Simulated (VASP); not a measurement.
Input of a VASP 6.6.1 run:

The input POSCAR:

```
TiC
1.0
    0.0202334000      2.1640000000      2.1640000000
    2.1640000000      0.0202334000      2.1640000000
    2.1842334000      2.1842334000      0.0000000000
Ti C
1 1
Direct
    0.0000000000      0.0000000000      0.0000000000
    0.5000000000      0.5000000000      0.5000000000
```

The input INCAR.step1:

```
SYSTEM = TiC
PREC = Accurate
ENCUT = 520
ISMEAR = 0
SIGMA = 0.15
LREAL = .FALSE.
LASPH = .TRUE.
NELM = 100
NBANDS = 15
GGA = PE
ALGO = Normal
EDIFF = 1E-4
LWAVE = .TRUE.
LCHARG = .FALSE.
```

Contents of INCAR.step2:

```
SYSTEM = TiC
PREC = Accurate
ENCUT = 520
EDIFF = 1E-6
ISMEAR = 0
SIGMA = 0.15
LREAL = .FALSE.
LASPH = .TRUE.
NELM = 100
ALGO = Normal
ISIF = 2
LWAVE = .FALSE.
LCHARG = .TRUE.
METAGGA = R2SCAN
LMIXTAU = .TRUE.
LELF = .TRUE.
LVHAR = .TRUE.
NBANDS = 15
ISTART = 1
```

Contents of KPOINTS:

```
regular mesh
0
G
  18 18 18
  0 0 0
```

Potentials or basis: VASP PAW PBE potentials, release 64 (Ti_sv, C).

The run is started by

```bash
$ cat potpaw_PBE.64/Ti_sv/POTCAR potpaw_PBE.64/C/POTCAR > POTCAR
$ cp INCAR.step1 INCAR
$ mpirun -np 1 vasp_std > vasp.out
$ cp INCAR.step2 INCAR
$ mpirun -np 1 vasp_std > vasp.out
```

(1) Estimate the pressure.

(2) Predict the band gap on the k mesh.

## Answers

(1) 0.9 GPa.

(2) zero (bands 8 and 9 overlap by 1.41 eV).

Caveat: the cell differs from its parent crystal (strain +0.0187 x Voigt [0, 0, 0, 0, 0, 1]); the PAW data sets were made with another functional, which shifts forces and pressure a little.
